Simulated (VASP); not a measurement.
Input of a VASP 6.6.1 run:

File POSCAR:

```
Ir
1.0
    0.0000000000      1.9531703226      1.9531703226
    1.9531703226      0.0000000000      1.9531703226
    1.9531703226      1.9531703226      0.0000000000
Ir
1
Direct
    0.0000000000      0.0000000000      0.0000000000
```

File INCAR.step1:

```
PREC = Accurate
ENCUT = 520
EDIFF = 1E-5
ISMEAR = -1
SIGMA = 0.05
LREAL = False
LASPH = True
NELM = 60
ALGO = Normal
ISIF = 2
LWAVE = True
NBANDS = 10
GGA = PE
```

The input INCAR.step2:

```
PREC = Accurate
ENCUT = 520
EDIFF = 1E-7
ISMEAR = -1
SIGMA = 0.05
LREAL = False
LASPH = True
NELM = 60
ALGO = Normal
ISIF = 2
LWAVE = False
LCHARG = True
GGA = PE
LHFCALC = True
AEXX = 0.25
PRECFOCK = Normal
LELF = True
LVHAR = True
NBANDS = 10
ISTART = 1
```

Contents of KPOINTS:

```
Automatic mesh
0
Gamma
  8 8 8
```

Potentials or basis: VASP PAW PBE potentials, release 64 (Ir).

Launch:

```console
$ cat potpaw_PBE.64/Ir/POTCAR > POTCAR
$ cp INCAR.step1 INCAR
$ mpirun -np 1 vasp_std > vasp.out
$ cp INCAR.step2 INCAR
$ mpirun -np 1 vasp_std > vasp.out
```

(1) Predict the band gap on the k mesh.

(2) What does it give for the pressure?

## Answers

(1) zero (an odd number of electrons rules out a gap without spin polarisation).

(2) -18.1 GPa.

Caveat: the cell stands under tension; the PAW data sets were made with another functional, which shifts forces and pressure a little; spin-orbit coupling is left out, which moves the levels of the heavy elements.
